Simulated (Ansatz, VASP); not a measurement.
**One calculation of PbS, two programs**

INCAR

```
  PREC = Accurate
  ENCUT = 520
  EDIFF = 1E-6
  ISMEAR = -1
  SIGMA = 0.02
  LREAL = F
  LASPH = T
  NELM = 80
  ALGO = Normal
  ISIF = 2
  LWAVE = F
  LCHARG = T
  GGA = PE
  LELF = T
  LVHAR = T
  NBANDS = 28
```

Contents of KPOINTS:

```
Automatic mesh
0
Gamma
  4 6 6
```

Contents of POSCAR:

```
PbS
1.0
    5.9555789856      0.0000000000      0.0000000000
    0.0000000000      2.9685400393      2.9685400630
    0.0000000000     -2.9685400393      2.9685400630
Pb S
2 2
Direct
    0.7498944079      0.2605182553      0.7605182553
    0.2501055921      0.7605182553      0.2605182553
    0.7496622065      0.7604817447      0.2604817447
    0.2503377935      0.2604817447      0.7604817447
```

Input for Ansatz:

```yaml
crystal:
  lattice:
    - [5.9555789856, 0.0, 0.0]
    - [0.0, 2.9685400393, 2.968540063]
    - [0.0, -2.9685400393, 2.968540063]
  atoms:
    - { symbol: Pb, position: [0.7498944079, 0.2605182553, 0.7605182553] }
    - { symbol: Pb, position: [0.2501055921, 0.7605182553, 0.2605182553] }
    - { symbol: S, position: [0.7496622065, 0.7604817447, 0.2604817447] }
    - { symbol: S, position: [0.2503377935, 0.2604817447, 0.7604817447] }
kpoints:
  mp_grid: { grid: [4, 6, 6] }
  band_path:
    path:
      - [[0.0, 0.0, 0.0], [0.0, -2.147985032729e-17, 0.5], [0.0, 0.5, 0.5000000039941], [0.0, 0.0, 0.0], [0.5, 0.0, 0.0], [0.5, -2.147985032729e-17, 0.5], [0.5, 0.5, 0.5000000039941], [0.5, 0.0, 0.0]]
      - [[0.0, -2.147985032729e-17, 0.5], [0.5, -2.147985032729e-17, 0.5]]
      - [[0.0, 0.5, 0.5000000039941], [0.5, 0.5, 0.5000000039941]]
    npoints: 10
hamiltonian:
  xc: pbe
scf:
  occupations: { method: fermi_dirac, width: 0.02 }
  n_extra_bands: 5
output:
  forces: true
  stress: true
  eigenvalues: true
```

Alike in both runs: task single point; functional PBE; k mesh 4 × 6 × 6; occupations fermi-dirac, width 0.02 eV; no spin polarisation.

|  | VASP | Ansatz |
| --- | --- | --- |
| version | VASP 6.6.1 | Ansatz 0.2.0 |
| potentials or method | VASP PAW PBE potentials, release 64 (Pb_d, S) | plane waves, PAW |
| plane-wave cutoff (eV) | 520 | 420 |
| valence electrons in the cell | 40 | 40 |

|  | VASP | Ansatz | Ansatz less VASP |
| --- | --- | --- | --- |
| pressure (GPa) | 1.8 | 1.9 | +0.08 |

The functional is the same, so the differences come from potentials, cutoffs and numerics.

Spin-orbit coupling is off throughout.
